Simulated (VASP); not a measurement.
Set up this calculation in VASP 6.6.1, as the native input.

* Task: single point
* Functional: LDA
* Potentials or basis: VASP PAW LDA potentials, release 64 (Zn, Se)
* Cutoff: 520 eV
* k mesh: 5 × 5 × 5
* Occupations: gaussian, width 0.01 eV
* Spin: no spin polarisation
* Dipole correction: no
* Further INCAR settings: ALGO = Normal; EDIFF = 1e-06; NBANDS = 16

The structure of ZnSe (Stilleite) lies in POSCAR:

```
ZnSe
1.0
    0.0000000000      2.8525674344      2.8525674344
    2.8525674344      0.0000000000      2.8525674344
    2.8525674344      2.8525674344      0.0000000000
Zn Se
1 1
Direct
    0.0000000000      0.0000000000      0.0000000000
    0.2500000000      0.2500000000      0.2500000000
```

One way to write it, as run:

INCAR

```
SYSTEM = ZnSe
  PREC = Accurate
  ENCUT = 520
  EDIFF = 1E-6
  ISMEAR = 0
  SIGMA = 0.01
  LREAL = .False.
  LASPH = .True.
  NELM = 100
  ALGO = Normal
  ISIF = 2
  LWAVE = .False.
  LCHARG = .True.
  GGA = CA
  LELF = .True.
  LVHAR = .True.
  NBANDS = 16
```

KPOINTS

```
regular mesh
0
Gamma
  5 5 5
  0 0 0
```

Potentials or basis: VASP PAW LDA potentials, release 64 (Zn, Se).

Command:

```sh
$ cat potpaw_LDA.64/Zn/POTCAR potpaw_LDA.64/Se/POTCAR > POTCAR
$ mpirun -np 1 vasp_std > vasp.out
```

Results of the run:

The pressure is -4.1 GPa and the band gap on the k mesh is 0.98 eV, direct.

Run time: 4.5 s on 1 thread of Intel(R) Xeon(R) 6975P-C (Granite Rapids), on a shared host, peak memory 0.14 GiB.
